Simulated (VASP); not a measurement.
SnO2: vibrations by perturbation theory with PBEsol

SnO2:

```
Sn O
1.0
     0.00000    2.57415    2.57415
     2.57415    0.00000    2.57415
     2.57415    2.57415    0.00000
Sn O
1 2
Direct
  0.00000 0.00000 0.00000
  0.75000 0.75000 0.75000
  0.25000 0.25000 0.25000
```

```
Program                : VASP 6.6.1
Task                   : vibrations by perturbation theory
Functional             : PBEsol
Potentials or basis    : VASP PAW PBE potentials, release 64 (Sn_d, O)
Cutoff                 : 520 eV
k mesh                 : 7 × 7 × 7
Occupations            : fermi-dirac, width 0.05 eV
Spin                   : no spin polarisation
Dipole correction      : no
Further INCAR settings : ALGO = Normal; EDIFF = 1e-08; NBANDS = 20; IBRION = 8; NSW = 1
```

The highest phonon frequency at Γ, LO-TO splitting left out is 491 cm⁻¹.

Phonon frequencies in cm⁻¹ (negative: imaginary):
```tsv
q point	frequencies
(0.000, 0.000, 0.000)	0 0 0 284 284 284 491 491 491
```

Wall time 4.7 min on 1 thread of AMD EPYC 7571 (shared host), peak memory 0.2 GiB.

Caveat: the cell wasn't relaxed at this level first, which shifts response properties.
